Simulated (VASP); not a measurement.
Crystal: Si.

```
Si
1.0
    -2.37137    2.37137    1.32927
     2.37137   -2.37137    1.32927
     2.37137    2.37137   -1.32927
Si
2
Direct
  0.25000 0.75000 0.50000
  0.50000 0.50000 0.00000
```

```yaml
Program: VASP 6.6.1
Task: relaxation of cell and atoms
Functional: r2SCAN
Potentials_or_basis: VASP PAW PBE potentials, release 64 (Si)
Cutoff: 600 eV
k_mesh: 18 × 18 × 18
Occupations: gaussian, width 0.1 eV
Spin: no spin polarisation
```

At the start: pressure 2.4 GPa; volume 14.95 Å³/atom.

Q: How do energy, volume and symmetry change on relaxing?

A: Over 12 steps the energy falls by 3.2 meV/atom and the volume is 15.24 Å³/atom (+1.9 %); space group I4_1/amd (No. 141, to 0.05 Å).

Step by step:
| step | energy change (eV) | largest force (eV/Å) | pressure (GPa) | volume (Å³) |
| --- | --- | --- | --- | --- |
| 1 | 0.0000 | 0.0000 | 2.44 | 29.90 |
| 2 | -0.0043 | 0.0000 | -1.41 | 30.90 |
| 3 | -0.0057 | 0.0000 | -0.15 | 30.56 |
| 4 | -0.0057 | 0.0000 | -0.23 | 30.57 |
| 5 | -0.0062 | 0.0000 | -0.17 | 30.54 |
| 6 | -0.0064 | 0.0000 | -0.05 | 30.49 |
| 7 | -0.0064 | 0.0000 | -0.09 | 30.50 |
| 8 | -0.0064 | 0.0000 | -0.08 | 30.49 |
| 9 | -0.0065 | 0.0000 | -0.08 | 30.49 |
| 10 | -0.0065 | 0.0000 | -0.08 | 30.49 |
| 11 | -0.0065 | 0.0000 | 0.09 | 30.45 |
| 12 | -0.0065 | 0.0000 | 0.00 | 30.47 |

Final structure:
```yaml
crystal:
  lattice:
    - [-2.40009, 2.40009, 1.32244]
    - [2.40009, -2.40009, 1.32244]
    - [2.40009, 2.40009, -1.32244]
  atoms:
    - { symbol: Si, position: [0.25000, 0.75000, 0.50000] }
    - { symbol: Si, position: [0.50000, 0.50000, 0.00000] }
```

Caveat: the PAW data sets were made with another functional, which shifts forces and pressure a little.
